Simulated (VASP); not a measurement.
# InAs in VASP: a series of runs

The runs below take InAs through single point, relaxation of cell and atoms, with PBEsol.

Everything below comes from runs of VASP 6.6.1. Logs are shortened: lines on timing, memory, paths and dates and some standing lists are left out, and cuts for length are marked.

**1. The cell of the first run**

The structure is tetragonal, space group I4mm (No. 107). Conventional cell: a = 4.069 Å, b = 4.069 Å, c = 5.755 Å, α = 90.00°, β = 90.00°, γ = 90.00°. Within 3.7 Å of In (site symmetry 4mm) lie 6 As at 2.79 to 2.97 Å. As (site symmetry 4mm) has 6 In at 2.79 to 2.97 Å within 3.7 Å.

**2. Single point, PBEsol (one atom moved)**

Input file INCAR:

```
SYSTEM = InAs
PREC = Accurate
ENCUT = 520
EDIFF = 1E-7
ISMEAR = 0
SIGMA = 0.1
LREAL = .FALSE.
LASPH = .TRUE.
NELM = 60
ALGO = Normal
ISIF = 2
LWAVE = .FALSE.
LCHARG = .FALSE.
GGA = PS
NBANDS = 16
```

Input file KPOINTS:

```
regular mesh
0
G
  12 12 12
  0 0 0
```

Input file POSCAR:

```
InAs
1.0
    0.0000000000      2.8773040000      2.8773040000
    2.8773040000      0.0000000000      2.8773040000
    2.8773040000      2.8773040000      0.0000000000
In As
1 1
Direct
    0.5156396404      0.5156396404      0.4843603596
    0.0000000000      0.0000000000      0.0000000000
```

Potentials or basis: VASP PAW PBE potentials, release 64 (In_d, As).

Launch:

```bash
$ cat potpaw_PBE.64/In_d/POTCAR potpaw_PBE.64/As/POTCAR > POTCAR
$ mpirun -np 1 vasp_std > vasp.out
```

OUTCAR:

```text
SYSTEM = InAs
   PREC = Accurate
   ENCUT = 520
   EDIFF = 1E-7
   ISMEAR = 0
   LREAL = .FALSE.
   LASPH = .TRUE.
   NELM = 60
   ISIF = 2
   GGA = PS

 ion  position               nearest neighbor table
   1  0.516  0.516  0.484-   2 2.79   2 2.88   2 2.88   2 2.88   2 2.88   2 2.97
   2  0.000  0.000  0.000-   1 2.79   1 2.88   1 2.88   1 2.88   1 2.88   1 2.97

  LATTYP: Found a face centered cubic cell.
 ALAT       =     5.7546080000

  Lattice vectors:

 A1 = (   0.0000000000,   2.8773040000,   2.8773040000)
 A2 = (   2.8773040000,   0.0000000000,   2.8773040000)
 A3 = (   2.8773040000,   2.8773040000,   0.0000000000)

Analysis of symmetry for initial positions (statically):
=====================================================================
 Subroutine PRICEL returns:
 Original cell was already a primitive cell.

 Routine SETGRP: Setting up the symmetry group for a
 face centered cubic supercell.

 Subroutine GETGRP returns: Found  8 space group operations
 (whereof  8 operations were pure point group operations)
 out of a pool of 48 trial point group operations.

The static configuration has the point symmetry C_4v.

Analysis of symmetry for dynamics (positions and initial velocities):
=====================================================================
 Subroutine PRICEL returns:
 Original cell was already a primitive cell.

 Routine SETGRP: Setting up the symmetry group for a
 face centered cubic supercell.

 Subroutine GETGRP returns: Found  8 space group operations
 (whereof  8 operations were pure point group operations)
 out of a pool of 48 trial point group operations.

The dynamic configuration has the point symmetry C_4v.

 Subroutine INISYM returns: Found  8 space group operations
 (whereof  8 operations are pure point group operations),
 and found     1 'primitive' translations

----------------------------------------------------------------------------------------

                                     Primitive cell

  volume of cell :      47.6417

  direct lattice vectors                    reciprocal lattice vectors
     0.000000000  2.877304000  2.877304000    -0.173773783  0.173773783  0.173773783
     2.877304000  0.000000000  2.877304000     0.173773783 -0.173773783  0.173773783
     2.877304000  2.877304000  0.000000000     0.173773783  0.173773783 -0.173773783

  length of vectors
     4.069122340  4.069122340  4.069122340     0.300985021  0.300985021  0.300985021

  position of ions in fractional coordinates (direct lattice)
     0.515639640  0.515639640  0.484360360
     0.000000000  0.000000000  0.000000000

[... 78 lines left out ...]
   EDIFFG = 0.1E-05   stopping-criterion for IOM
   NSW    =      0    number of steps for IOM
   IBRION =     -1    ionic relax: 0-MD 1-quasi-New 2-CG
   NFREE  =      0    steps in history (QN), initial steepest desc. (CG)
   ISIF   =      2    stress and relaxation
   ISYM   =      2    0-nonsym 1-usesym 2-fastsym
   POTIM  = 0.5000    time-step for ionic-motion
   TEBEG  =    0.0;   TEEND  =   0.0 temperature during run
   PSTRESS=    0.0 pullay stress
   NELECT =      18.0000    total number of electrons
   NUPDOWN=      -1.0000    fix difference up-down
   EMIN   =  10.00;   EMAX   =-10.00  energy-range for DOS
   EFERMI =   0.00;   METHOD = LEGACY
   ISMEAR =     0;   SIGMA  =   0.10  broadening in eV -4-tet -1-fermi 0-gaus
   EFERMI_NEDOS =   21; number of points for ismear=-14 and -15
   IALGO  =     38    algorithm
   IMIX   =      4    mixing-type and parameters
     AMIX     =   0.40;   BMIX     =  1.00
     AMIX_MAG =   1.60;   BMIX_MAG =  1.00
  volume/ion in A,a.u.               =      23.82       160.75
  Fermi-wavevector in a.u.,A,eV,Ry     =   1.183505  2.236499 19.057448  1.400683
  Thomas-Fermi vector in A             =   2.319738
   LORBIT       =      0    0 simple, 1 ext, 2 COOP (PROOUT), +10 PAW based schemes
   GGA     = PS    functional components
   LHFCALC =     F    Hartree Fock is set to
   AEXX    =    0.0000 exact exchange contribution
   IVDW    =     0    specifies the selected vdW correction
   LEPSILON=     F    determine dielectric tensor
   LRPA    =     F    only Hartree local field effects (RPA)
 non-spin polarized calculation
 Gauss-broadening in eV      SIGMA  =   0.10
  energy-cutoff  :      520.00
  volume of cell :       47.64
 maximum number of plane-waves:      1303
   NGX = 15   NGY = 15   NGZ = 15

 number of electron      18.0000002 magnetization

 Free energy of the ion-electron system (eV)
  ---------------------------------------------------
  ext. energy  EPLUGINS =         0.00000000
  ---------------------------------------------------
  free energy    TOTEN  =        -8.17930757 eV

  energy without entropy =       -8.17185640  energy(sigma->0) =       -8.17558199

 E-fermi :   5.7149     XC(G=0): -10.2496

 val. band max:        5.7052157854   @ k =  -0.2500   0.2500   0.0000
 cond. band min:       5.7152934939   @ k =   0.2500   0.0000   0.0000
 fundamental gap:      0.0100777085
 Fermi energy:         5.7149220597

 k-point     1 :       0.0000    0.0000    0.0000
  band No.  band energies     occupation
      1      -8.4613      2.00000
      2      -8.4568      2.00000
      3      -8.4369      2.00000
      4      -8.4369      2.00000
      5      -8.4355      2.00000
      6      -6.3389      2.00000
[... 433 lines left out ...]
      3      -8.4379      2.00000
      4      -8.4087      2.00000
      5      -8.4011      2.00000
      6      -5.4817      2.00000
[... 8 lines left out ...]
     15      14.2387      0.00000
     16      15.9766      0.00000

 [... further k-points ...]

------------------------ aborting loop because EDIFF is reached ----------------------------------------

  FORCE on cell =-STRESS in cart. coord.  units (eV):
  Direction    XX          YY          ZZ          XY          YZ          ZX
  --------------------------------------------------------------------------------------
  -------------------------------------------------------------------------------------
  Total       -0.9985310     -0.9985310     -0.7720963      0.0000000     -0.0000000      0.0000000
  in kB      -33.5803240    -33.5803240    -25.9653890      0.0000000     -0.0000000      0.0000000
  external PRESSURE =     -31.0420123 kB  Pullay stress =       0.0000000 kB

 VOLUME and BASIS-vectors are now :
 -----------------------------------------------------------------------------
  energy-cutoff  :      520.00
  volume of cell :       47.64
      direct lattice vectors                 reciprocal lattice vectors
     0.000000000  2.877304000  2.877304000    -0.173773783  0.173773783  0.173773783
     2.877304000  0.000000000  2.877304000     0.173773783 -0.173773783  0.173773783
     2.877304000  2.877304000  0.000000000     0.173773783  0.173773783 -0.173773783

 POSITION                                       TOTAL-FORCE (eV/Angst)
 -----------------------------------------------------------------------------------
      2.87730      2.87730      2.96730         0.000000      0.000000     -0.167984
      0.00000      0.00000      0.00000         0.000000      0.000000      0.167984
 -----------------------------------------------------------------------------------
    total drift:                               -0.000000     -0.000000      0.000168

  FREE ENERGIE OF THE ION-ELECTRON SYSTEM (eV)
  ---------------------------------------------------
  free  energy   TOTEN  =        -8.1793075697 eV

  energy  without entropy=       -8.1718564033  energy(sigma->0) =       -8.17558199
```

stdout:

```text
POSCAR found type information on POSCAR InAs
 POSCAR found :  2 types and       2 ions
 scaLAPACK will be used
 -----------------------------------------------------------------------------
|                                                                             |
|                                                                             |
|     You enforced a specific xc type in the INCAR file but a different       |
|     I HOPE YOU KNOW WHAT YOU ARE DOING!                                     |
|                                                                             |
 -----------------------------------------------------------------------------

 LDA part: xc-table for (Slater+PW92), standard interpolation
 POSCAR, INCAR and KPOINTS ok, starting setup
 FFT: planning ... GRIDC
 FFT: planning ... GRID_SOFT
 FFT: planning ... GRID
 WAVECAR not read
 entering main loop
```

Run time: 97 s. Hardware: 1 thread of Intel Xeon Platinum 8488C (Sapphire Rapids), shared host; peak memory 0.27 GiB.

Results:

| Property | Result |
| --- | --- |
| Free energy | -8.1793 eV |
| Pressure | -3.1 GPa |
| Largest force | 0.168 eV/Å |
| Band gap on the k mesh | zero (band 9 reaches 6.17 eV, above the bottom of band 10 at 3.54 eV) |

Forces in eV/Å, atoms in the order of the input:
```
In   0.000  0.000 -0.168
As   0.000  0.000  0.168
```

Caveat: the cell differs from its parent crystal (one atom moved); the PAW data sets were made with another functional, which shifts forces and pressure a little; spin-orbit coupling is left out, which moves the levels of the heavy elements.

**3. Single point, PBEsol**

This run uses another cell than the first one, of 22.58 Å³/atom, 0.948 times its volume.

Input file INCAR:

```
SYSTEM = InAs
ALGO = Normal
EDIFF = 1E-7
ENCUT = 520
GGA = PS
ISIF = 2
ISMEAR = 0
LASPH = .True.
LCHARG = .False.
LREAL = .False.
LWAVE = .False.
NBANDS = 16
NELM = 100
PREC = Accurate
SIGMA = 0.1
```

Input file KPOINTS:

```
k-points
0
Gamma
  12 12 12
  0 0 0
```

Input file POSCAR:

```
InAs
1.0
    0.0000000000      2.8264640422      2.8264640422
    2.8264640422      0.0000000000      2.8264640422
    2.8264640422      2.8264640422      0.0000000000
In As
1 1
Direct
    0.5000000000      0.5000000000      0.5000000000
    0.0000000000      0.0000000000      0.0000000000
```

Potentials or basis: VASP PAW PBE potentials, release 64 (In_d, As).

Launch:

```bash
$ cat potpaw_PBE.64/In_d/POTCAR potpaw_PBE.64/As/POTCAR > POTCAR
$ mpirun -np 1 vasp_std > vasp.out
```

Wall time 21 s (1 thread of AMD EPYC 9R45 (Zen 5), shared host); peak memory 0.17 GiB.

The run converged. Its results:

```yaml
Free_energy: -8.2118 eV
Pressure: 0.1 GPa
Band_gap_on_the_k_mesh: zero (band 9 reaches 6.79 eV, above the bottom of band 10 at 3.97 eV)
```

Levels at points of the mesh, in eV from the Fermi level:
```tsv
k point	band 5	band 6	band 7	band 8	band 9	band 10	band 11	band 12	band 13	band 14
(0.00, 0.00, 0.00)	-14.22	-12.43	-0.28	-0.16	-0.16	-0.16	7.25	7.25	7.25	7.77
(0.50, 0.00, 0.00)	-14.16	-10.58	-6.77	0.27	0.27	2.16	3.30	3.30	4.77	10.93
(0.50, 0.50, 0.00)	-14.13	-9.54	-5.00	-2.88	-2.35	-2.35	3.78	9.64	9.64	10.50
```

Caveat: the PAW data sets were made with another functional, which shifts forces and pressure a little; spin-orbit coupling is left out, which moves the levels of the heavy elements.

**4. Single point, PBEsol**

This run uses another cell than the first one, of 22.58 Å³/atom, 0.948 times its volume.

Input file INCAR:

```
PREC = Accurate
ENCUT = 520
EDIFF = 1E-6
ISMEAR = 0
SIGMA = 0.15
LREAL = F
LASPH = T
NELM = 100
ALGO = Normal
ISIF = 2
LWAVE = F
LCHARG = F
GGA = PS
NBANDS = 16
```

Input file KPOINTS:

```
Automatic mesh
0
Gamma
  18 18 18
```

POSCAR is that of step 3.

Potentials or basis: VASP PAW PBE potentials, release 64 (In_d, As).

Launch:

```bash
$ cat potpaw_PBE.64/In_d/POTCAR potpaw_PBE.64/As/POTCAR > POTCAR
$ mpirun -np 1 vasp_std > vasp.out
```

OUTCAR:

```text
PREC = Accurate
   ENCUT = 520
   EDIFF = 1E-6
   ISMEAR = 0
   LREAL = F
   LASPH = T
   NELM = 100
   ISIF = 2
   GGA = PS

 ion  position               nearest neighbor table
   1  0.500  0.500  0.500-   2 2.83   2 2.83   2 2.83   2 2.83   2 2.83   2 2.83
   2  0.000  0.000  0.000-   1 2.83   1 2.83   1 2.83   1 2.83   1 2.83   1 2.83

  LATTYP: Found a face centered cubic cell.
 ALAT       =     5.6529280844

  Lattice vectors:

 A1 = (   0.0000000000,   2.8264640422,   2.8264640422)
 A2 = (   2.8264640422,   0.0000000000,   2.8264640422)
 A3 = (   2.8264640422,   2.8264640422,   0.0000000000)

Analysis of symmetry for initial positions (statically):
=====================================================================
 Subroutine PRICEL returns:
 Original cell was already a primitive cell.

 Routine SETGRP: Setting up the symmetry group for a
 face centered cubic supercell.

 Subroutine GETGRP returns: Found 48 space group operations
 (whereof 48 operations were pure point group operations)
 out of a pool of 48 trial point group operations.

[... 160 lines left out ...]

  energy without entropy =       -8.20711494  energy(sigma->0) =       -8.21363967

 E-fermi :   6.3861     XC(G=0): -10.4948

 val. band max:        6.3739580927   @ k =  -0.1111   0.0556   0.0000
 cond. band min:       6.4051530276   @ k =   0.2778   0.1111   0.0556
 fundamental gap:      0.0311949349
 Fermi energy:         6.3861413530

 k-point     1 :       0.0000    0.0000    0.0000
  band No.  band energies     occupation
      1      -7.9257      2.00000
      2      -7.9257      2.00000
      3      -7.9014      2.00000
      4      -7.9014      2.00000
      5      -7.9014      2.00000
      6      -6.1006      2.00000
[... 433 lines left out ...]
      3      -7.9046      2.00000
      4      -7.8745      2.00000
      5      -7.8675      2.00000
      6      -5.4143      2.00000
[... 8 lines left out ...]
     15      14.6987      0.00000
     16      15.8383      0.00000

 [... further k-points ...]

------------------------ aborting loop because EDIFF is reached ----------------------------------------

  FORCE on cell =-STRESS in cart. coord.  units (eV):
  Direction    XX          YY          ZZ          XY          YZ          ZX
  --------------------------------------------------------------------------------------
  -------------------------------------------------------------------------------------
  Total        0.0471718      0.0471718      0.0471718     -0.0000000     -0.0000000      0.0000000
  in kB        1.6735266      1.6735266      1.6735266     -0.0000000     -0.0000000      0.0000000
  external PRESSURE =       1.6735266 kB  Pullay stress =       0.0000000 kB

 VOLUME and BASIS-vectors are now :
 -----------------------------------------------------------------------------
  energy-cutoff  :      520.00
  volume of cell :       45.16
      direct lattice vectors                 reciprocal lattice vectors
     0.000000000  2.826464042  2.826464042    -0.176899473  0.176899473  0.176899473
     2.826464042  0.000000000  2.826464042     0.176899473 -0.176899473  0.176899473
     2.826464042  2.826464042  0.000000000     0.176899473  0.176899473 -0.176899473

 POSITION                                       TOTAL-FORCE (eV/Angst)
 -----------------------------------------------------------------------------------
      2.82646      2.82646      2.82646         0.000000     -0.000000      0.000000
      0.00000      0.00000      0.00000         0.000000      0.000000      0.000000
 -----------------------------------------------------------------------------------
    total drift:                                0.000000      0.000000      0.000000

  FREE ENERGIE OF THE ION-ELECTRON SYSTEM (eV)
  ---------------------------------------------------
  free  energy   TOTEN  =        -8.2201643968 eV

  energy  without entropy=       -8.2071149401  energy(sigma->0) =       -8.21363967
```

OSZICAR:

```text
N       E                     dE             d eps       ncg     rms          rms(c)
DAV:   1     0.102392202244E+03    0.10239E+03   -0.89745E+03  6264   0.136E+03
DAV:   2    -0.240424899423E+01   -0.10480E+03   -0.10063E+03  6784   0.299E+02
DAV:   3    -0.829905638785E+01   -0.58948E+01   -0.58274E+01  8048   0.669E+01
DAV:   4    -0.841646088270E+01   -0.11740E+00   -0.11737E+00  7488   0.100E+01
DAV:   5    -0.842130720237E+01   -0.48463E-02   -0.48462E-02  9000   0.188E+00    0.395E+00
DAV:   6    -0.823511958686E+01    0.18619E+00   -0.31086E-01  8904   0.107E+01    0.208E+00
DAV:   7    -0.822179637436E+01    0.13323E-01   -0.57270E-02  9480   0.270E+00    0.634E-01
DAV:   8    -0.822023929231E+01    0.15571E-02   -0.44303E-03  8072   0.888E-01    0.156E-01
DAV:   9    -0.822016925843E+01    0.70034E-04   -0.37053E-04  8600   0.266E-01    0.822E-02
DAV:  10    -0.822016497260E+01    0.42858E-05   -0.25023E-05  8184   0.432E-02    0.524E-02
DAV:  11    -0.822016439680E+01    0.57580E-06   -0.16131E-06  7424   0.118E-02
   1 F= -.82201644E+01 E0= -.82136397E+01  d E =-.130495E-01
```

It took 45 s on 1 thread of AMD EPYC 9R45 (Zen 5), shared host; peak memory 0.25 GiB.

What came out:

```
Free energy            : -8.2202 eV
Pressure               : 0.2 GPa
Band gap on the k mesh : zero (band 9 reaches 6.79 eV, above the bottom of band 10 at 3.97 eV)
```

Levels at points of the mesh, in eV from the Fermi level:
```
           k point  band 6  band 7  band 8  band 9  band 10  band 11  band 12  band 13
(0.00, 0.00, 0.00)  -12.49   -0.34   -0.22   -0.22    -0.22     7.19     7.19     7.19
(0.50, 0.00, 0.00)  -10.64   -6.83    0.21    0.21     2.10     3.24     3.24     4.71
(0.50, 0.50, 0.00)   -9.60   -5.06   -2.94   -2.41    -2.41     3.72     9.58     9.58
```

Caveat: the PAW data sets were made with another functional, which shifts forces and pressure a little; spin-orbit coupling is left out, which moves the levels of the heavy elements.

(Part 1 of 2 ends here.)
